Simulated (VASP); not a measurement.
ReS: single point with PBE

ReS:

```
CELL_PARAMETERS angstrom
3.59489 0.00000 0.00000
-1.79745 3.11327 0.00000
0.00000 0.00000 5.35780
ATOMIC_POSITIONS crystal
Re 0.00000 0.00000 0.00000
Re 0.00000 0.00000 0.50000
S 0.33333 0.66667 0.25000
S 0.66667 0.33333 0.75000
```

* Program: VASP 6.6.1
* Task: single point
* Functional: PBE
* Potentials or basis: VASP PAW PBE potentials, release 64 (Re_sv_GW, S)
* Cutoff: 560 eV
* k mesh: 12 × 12 × 8
* Occupations: gaussian, width 0.1 eV
* Spin: collinear spin
* Starting moments: [3.5, 3.5, 0.0, 0.0] μB
* Dipole correction: no
* Further INCAR settings: ALGO = Normal; EDIFF = 1e-06; NBANDS = 33

```
Pressure                                              : -0.8 GPa
Band gap on the k mesh                                : zero (filled and empty bands overlap)
Net moment                                            : 0.00 μB per cell
Valence electrons inside the program's atomic spheres : Re 13.63; S 3.65
```

Levels at points of the mesh, in eV from the Fermi level:
Spin up:
```tsv
k point	band 18	band 19	band 20	band 21	band 22	band 23	band 24	band 25
(0.00, 0.00, 0.00)	-3.25	-2.54	-2.30	-2.30	0.97	0.97	2.27	2.69
(0.50, 0.00, 0.00)	-1.21	-0.73	-0.72	-0.35	0.81	0.92	1.71	3.76
(0.00, 0.00, 0.50)	-1.94	-1.94	-1.94	-1.70	-1.70	2.12	2.12	2.12
(0.50, 0.00, 0.50)	-2.58	-0.26	-0.26	-0.21	-0.21	1.41	1.41	2.61
```
Spin down:
```csv
k point,band 18,band 19,band 20,band 21,band 22,band 23,band 24,band 25
"(0.00, 0.00, 0.00)",-3.25,-2.54,-2.30,-2.30,0.97,0.97,2.27,2.69
"(0.50, 0.00, 0.00)",-1.21,-0.73,-0.72,-0.35,0.81,0.92,1.71,3.76
"(0.00, 0.00, 0.50)",-1.94,-1.94,-1.94,-1.70,-1.70,2.12,2.12,2.12
"(0.50, 0.00, 0.50)",-2.58,-0.26,-0.26,-0.21,-0.21,1.41,1.41,2.61
```

Wall time 2.7 min on 1 thread of Intel(R) Xeon(R) 6975P-C (Granite Rapids), on a shared host, peak memory 0.42 GiB.

Caveat: spin-orbit coupling is left out, which moves the levels of the heavy elements.
